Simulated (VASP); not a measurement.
# Ti4HN in VASP: single point with PBEsol

Aim: the single point of Ti4HN with PBEsol.

All numbers are computed with VASP 6.6.1; they aren't measurements. Logs are shortened: lines on timing, memory, paths and dates and some standing lists are left out, and cuts for length are marked.

## 1. The cell of the first run

The cell holds a slab with vacuum, 6 atoms: a = 2.868 Å, b = 2.868 Å, c = 26.084 Å, α = 90.00°, β = 90.00°, γ = 90.00°.

## 2. Single point, PBEsol

INCAR reads:

```
PREC     = Accurate       # precision mode
ENCUT    = 520            # plane-wave cutoff, eV
EDIFF    = 1E-6           # SCF threshold, eV
ISMEAR   = 0              # smearing method
SIGMA    = 0.1            # smearing width, eV
LREAL    = F              # projectors in reciprocal space
LASPH    = T              # aspherical terms in the spheres
NELM     = 60             # most SCF steps
ALGO     = Normal         # electronic algorithm
ISIF     = 2              # what is computed and relaxed
LWAVE    = F              # write WAVECAR
LCHARG   = F              # write CHGCAR
LDIPOL   = T            
IDIPOL   = 3            
DIPOL    = 0.5 0.5 0.496
GGA      = PS             # functional
NBANDS   = 36             # bands
```

KPOINTS reads:

```
Automatic mesh
0
Gamma
  10 10 1
```

POSCAR reads:

```
Ti4HN
1.0
    2.8679135953      0.0000000000      0.0000000000
    0.0000000000      2.8679135953      0.0000000000
    0.0000000000      0.0000000000     26.0837634532
Ti N H
4 1 1
Direct
    0.5000000000      0.5000000000      0.3258732205
    0.0000000000      0.0000000000      0.4036197143
    0.4997703652      0.4999860860      0.4836743894
   -0.0004361813     -0.0000307460      0.5602975199
   -0.5004439413      0.4999685073      0.5805982185
   -0.5004859497      0.5000337197      0.6208437377
```

Potentials or basis: VASP PAW PBE potentials, release 64 (Ti_sv, N, H).

On the command line:

```bash
$ cat potpaw_PBE.64/Ti_sv/POTCAR potpaw_PBE.64/N/POTCAR potpaw_PBE.64/H/POTCAR > POTCAR
$ mpirun -np 1 vasp_std > vasp.out
```

OUTCAR:

```text
PREC = Accurate
   ENCUT = 520
   EDIFF = 1E-6
   ISMEAR = 0
   LREAL = F
   LASPH = T
   NELM = 60
   ISIF = 2
   GGA = PS

 ion  position               nearest neighbor table
   1  0.500  0.500  0.326-   2 2.87   2 2.87   2 2.87   2 2.87
   2  0.000  0.000  0.404-   1 2.87   1 2.87   1 2.87   1 2.87   3 2.91   3 2.91   3 2.91   3 2.91

   3  0.500  0.500  0.484-   4 2.85   4 2.85   4 2.85   4 2.85   2 2.91   2 2.91   2 2.91   2 2.91

   4  1.000  1.000  0.560-   5 2.10   5 2.10   5 2.10   5 2.10   3 2.85   3 2.85   3 2.85   3 2.85

   5  0.500  0.500  0.581-   6 1.05   4 2.10   4 2.10   4 2.10   4 2.10
   6  0.500  0.500  0.621-   5 1.05

  LATTYP: Found a simple tetragonal cell.
 ALAT       =     2.8679135953
 C/A-ratio  =     9.0950311390

  Lattice vectors:

 A1 = (   2.8679135953,   0.0000000000,   0.0000000000)
 A2 = (   0.0000000000,   2.8679135953,   0.0000000000)
 A3 = (   0.0000000000,   0.0000000000,  26.0837634532)

Analysis of symmetry for initial positions (statically):
=====================================================================
 Subroutine PRICEL returns:
 Original cell was already a primitive cell.

 Routine SETGRP: Setting up the symmetry group for a
 simple tetragonal supercell.

 Subroutine GETGRP returns: Found  1 space group operations
 (whereof  1 operations were pure point group operations)
 out of a pool of 16 trial point group operations.

The static configuration has the point symmetry C_1 .

Analysis of symmetry for dynamics (positions and initial velocities):
=====================================================================
 Subroutine PRICEL returns:
 Original cell was already a primitive cell.

 Routine SETGRP: Setting up the symmetry group for a
 simple tetragonal supercell.

 Subroutine GETGRP returns: Found  1 space group operations
 (whereof  1 operations were pure point group operations)
 out of a pool of 16 trial point group operations.

The dynamic configuration has the point symmetry C_1 .

 Subroutine INISYM returns: Found  1 space group operations
 (whereof  1 operations are pure point group operations),
 and found     1 'primitive' translations

----------------------------------------------------------------------------------------

                                     Primitive cell

  volume of cell :     214.5371

  direct lattice vectors                    reciprocal lattice vectors
     2.867913595  0.000000000  0.000000000     0.348685540  0.000000000  0.000000000
     0.000000000  2.867913595  0.000000000     0.000000000  0.348685540  0.000000000
     0.000000000  0.000000000 26.083763453     0.000000000  0.000000000  0.038338026

  length of vectors
     2.867913595  2.867913595 26.083763453     0.348685540  0.348685540  0.038338026

  position of ions in fractional coordinates (direct lattice)
     0.500000000  0.500000000  0.325873221
     0.000000000  0.000000000  0.403619714
     0.499770365  0.499986086  0.483674389
     0.999563819  0.999969254  0.560297520
     0.499556059  0.499968507  0.580598219
     0.499514050  0.500033720  0.620843738

  ion indices of the primitive-cell ions
   primitive index   ion index
                 1           1
                 2           2
                 3           3
                 4           4
                 5           5
                 6           6

----------------------------------------------------------------------------------------

 KPOINTS: Automatic mesh

Automatic generation of k-mesh.
 Grid dimensions read from file:
 generate k-points for:   10   10    1

 Generating k-lattice:

  Cartesian coordinates                     Fractional coordinates (reciprocal lattice)
     0.034868554  0.000000000  0.000000000     0.100000000  0.000000000  0.000000000
     0.000000000  0.034868554  0.000000000     0.000000000  0.100000000  0.000000000
     0.000000000  0.000000000  0.038338026     0.000000000  0.000000000  1.000000000

  Length of vectors
     0.034868554  0.034868554  0.038338026

  Shift w.r.t. Gamma in fractional coordinates (k-lattice)
     0.000000000  0.000000000  0.000000000

 Subroutine IBZKPT returns following result:
 ===========================================

 Found     52 irreducible k-points:

 Following reciprocal coordinates:
            Coordinates               Weight
  0.000000  0.000000  0.000000      1.000000
  0.100000  0.000000  0.000000      2.000000
  0.000000  0.100000  0.000000      2.000000
  0.200000  0.000000  0.000000      2.000000
  0.000000  0.200000  0.000000      2.000000
  0.300000  0.000000  0.000000      2.000000
[... 16 lines left out ...]
 -0.100000  0.400000  0.000000      2.000000
 -0.400000  0.100000  0.000000      2.000000
 [... further k-points ...]
   k-points           NKPTS =     52   k-points in BZ     NKDIM =     52   number of bands    NBANDS=     36
   number of dos      NEDOS =    301   number of ions     NIONS =      6
   total plane-waves  NPLWV = 112896
   dimension x,y,z NGX =    24 NGY =   24 NGZ =  196
   dimension x,y,z NGXF=    48 NGYF=   48 NGZF=  392
   ions per type =               4   1   1
   NGX,Y,Z   is equivalent  to a cutoff of  13.91, 13.91, 12.49 a.u.
   NGXF,Y,Z  is equivalent  to a cutoff of  27.82, 27.82, 24.98 a.u.
 SYSTEM =  unknown system
   PREC   = accura    normal or accurate (medium, high low for compatibility)
   ISTART =      0    job   : 0-new  1-cont  2-samecut
   ICHARG =      2    charge: 1-file 2-atom 10-const
   ISPIN  =      1    spin polarized calculation?
   LNONCOLLINEAR =      F non collinear calculations
   LSORBIT =      F    spin-orbit coupling
   LASPH  =      T    aspherical Exc in radial PAW
   ENCUT  =  520.0 eV  38.22 Ry    6.18 a.u.   5.33  5.33 48.50*2*pi/ulx,y,z
   NELM   =     60;   NELMIN=  2; NELMDL= -5     # of ELM steps
   EDIFF  = 0.1E-05   stopping-criterion for ELM
   LREAL  =      F    real-space projection
   EDIFFG = 0.1E-04   stopping-criterion for IOM
   NSW    =      0    number of steps for IOM
   IBRION =     -1    ionic relax: 0-MD 1-quasi-New 2-CG
   NFREE  =      0    steps in history (QN), initial steepest desc. (CG)
   ISIF   =      2    stress and relaxation
   ISYM   =      2    0-nonsym 1-usesym 2-fastsym
   POTIM  = 0.5000    time-step for ionic-motion
   TEBEG  =    0.0;   TEEND  =   0.0 temperature during run
   PSTRESS=    0.0 pullay stress
   NELECT =      54.0000    total number of electrons
   NUPDOWN=      -1.0000    fix difference up-down
   EMIN   =  10.00;   EMAX   =-10.00  energy-range for DOS
   EFERMI =   0.00;   METHOD = LEGACY
   ISMEAR =     0;   SIGMA  =   0.10  broadening in eV -4-tet -1-fermi 0-gaus
   EFERMI_NEDOS =   21; number of points for ismear=-14 and -15
   IALGO  =     38    algorithm
   IMIX   =      4    mixing-type and parameters
     AMIX     =   0.40;   BMIX     =  1.00
     AMIX_MAG =   1.60;   BMIX_MAG =  1.00
  volume/ion in A,a.u.               =      35.76       241.29
  Fermi-wavevector in a.u.,A,eV,Ry     =   1.033646  1.953308 14.536800  1.068425
  Thomas-Fermi vector in A             =   2.167903
   LORBIT       =      0    0 simple, 1 ext, 2 COOP (PROOUT), +10 PAW based schemes
   GGA     = PS    functional components
   LHFCALC =     F    Hartree Fock is set to
   AEXX    =    0.0000 exact exchange contribution
   IVDW    =     0    specifies the selected vdW correction
   LEPSILON=     F    determine dielectric tensor
   LRPA    =     F    only Hartree local field effects (RPA)
 non-spin polarized calculation
 Gauss-broadening in eV      SIGMA  =   0.10
  energy-cutoff  :      520.00
  volume of cell :      214.54
 maximum number of plane-waves:      5829
 NGX is ok and might be reduce to    24
   NGX = 11   NGY = 11   NGZ = 97

 dipolmoment           0.000000      0.000000      0.105756 electrons x Angstroem

 number of electron      54.0000007 magnetization

 dipolmoment           0.000000      0.000000     -0.091209 electrons x Angstroem

 Free energy of the ion-electron system (eV)
  ---------------------------------------------------
  ext. energy  EPLUGINS =         0.00000000
  ---------------------------------------------------
  free energy    TOTEN  =       -46.46523058 eV

  energy without entropy =      -46.42910965  energy(sigma->0) =      -46.44717011

 E-fermi :   1.0774     XC(G=0):  -4.9554

 val. band max:        1.0520998441   @ k =   0.4000   0.0000   0.0000
 cond. band min:       1.0787945435   @ k =  -0.3000   0.3000   0.0000
 fundamental gap:      0.0266946994
 Fermi energy:         1.0773593833

 k-point     1 :       0.0000    0.0000    0.0000
  band No.  band energies     occupation
      1     -55.6667      2.00000
      2     -55.5593      2.00000
      3     -55.3099      2.00000
      4     -55.2190      2.00000
      5     -32.1634      2.00000
      6     -32.0552      2.00000
[... 28 lines left out ...]
     35       2.7196      0.00000
     36       3.1822      0.00000

 k-point     2 :       0.1000    0.0000    0.0000
  band No.  band energies     occupation
      1     -55.6606      2.00000
      2     -55.5540      2.00000
      3     -55.3043      2.00000
      4     -55.2167      2.00000
      5     -32.1532      2.00000
      6     -32.0507      2.00000
[... 28 lines left out ...]
     35       2.7411      0.00000
     36       3.2191      0.00000

 k-point     3 :       0.0000    0.1000    0.0000
  band No.  band energies     occupation
      1     -55.6606      2.00000
      2     -55.5540      2.00000
      3     -55.3043      2.00000
      4     -55.2167      2.00000
      5     -32.1532      2.00000
      6     -32.0507      2.00000
[... 28 lines left out ...]
     35       2.7411      0.00000
     36       3.2191      0.00000
[... 742 lines left out ...]
 k-point    23 :      -0.1000    0.4000    0.0000
  band No.  band energies     occupation
      1     -55.6029      2.00000
      2     -55.5043      2.00000
      3     -55.2476      2.00000
      4     -55.1972      2.00000
      5     -32.3617      2.00000
      6     -32.1023      2.00000
[... 28 lines left out ...]
     35       3.1176      0.00000
     36       3.4546      0.00000

 k-point    24 :      -0.4000    0.1000    0.0000
  band No.  band energies     occupation
      1     -55.6029      2.00000
      2     -55.5043      2.00000
      3     -55.2476      2.00000
      4     -55.1972      2.00000
      5     -32.3617      2.00000
      6     -32.1023      2.00000
[... 28 lines left out ...]
     35       3.1176      0.00000
     36       3.4546      0.00000

 [... further k-points ...]

------------------------ aborting loop because EDIFF is reached ----------------------------------------

 vacuum level on the upper side and lower side of the slab       (xc-potential included)        -1.108         0.979

  FORCE on cell =-STRESS in cart. coord.  units (eV):
  Direction    XX          YY          ZZ          XY          YZ          ZX
  --------------------------------------------------------------------------------------
  -------------------------------------------------------------------------------------
  Total       -1.2223886     -1.2223652     -1.3138867     -0.0000034      0.0000564      0.0063860
  in kB       -9.1288799     -9.1287050     -9.8121935     -0.0000256      0.0004209      0.0476908
  external PRESSURE =      -9.3565928 kB  Pullay stress =       0.0000000 kB

 VOLUME and BASIS-vectors are now :
 -----------------------------------------------------------------------------
  energy-cutoff  :      520.00
  volume of cell :      214.54
      direct lattice vectors                 reciprocal lattice vectors
     2.867913595  0.000000000  0.000000000     0.348685540  0.000000000  0.000000000
     0.000000000  2.867913595  0.000000000     0.000000000  0.348685540  0.000000000
     0.000000000  0.000000000 26.083763453     0.000000000  0.000000000  0.038338026

 POSITION                                       TOTAL-FORCE (eV/Angst)
 -----------------------------------------------------------------------------------
      1.43396      1.43396      8.50000        -0.000150     -0.000003      0.634445
      0.00000      0.00000     10.52792        -0.000931     -0.000070     -0.621477
      1.43330      1.43392     12.61605        -0.000393      0.000045      0.000764
      2.86666      2.86783     14.61467         0.000765      0.000064     -0.040820
      1.43268      1.43387     15.14419         0.000339      0.000076     -0.015356
      1.43256      1.43405     16.19394         0.000371     -0.000112      0.042444
 -----------------------------------------------------------------------------------
    total drift:                               -0.000043     -0.000024      0.003443

  FREE ENERGIE OF THE ION-ELECTRON SYSTEM (eV)
  ---------------------------------------------------
  free  energy   TOTEN  =       -46.4652305798 eV

  energy  without entropy=      -46.4291096461  energy(sigma->0) =      -46.44717011

 vacuum level on the upper side and lower side of the slab         3.106         5.300
```

Wall time 14 min (1 thread of Intel Xeon 6975P-C, shared host); peak memory 0.53 GiB.

What came out:

| Item | Value |
| --- | --- |
| Free energy | -46.4652 eV |
| Largest force | 0.634 eV/Å |
| Band gap on the k mesh | zero (band 27 reaches 1.28 eV, above the bottom of band 28 at 1.04 eV) |

Forces on the atoms (eV/Å):
```
Ti   0.000  0.000  0.634
Ti  -0.001  0.000 -0.621
Ti   0.000  0.000  0.001
Ti   0.001  0.000 -0.041
N    0.000  0.000 -0.015
H    0.000  0.000  0.042
```

Caveat: the PAW data sets were made with another functional, which shifts forces and pressure a little.
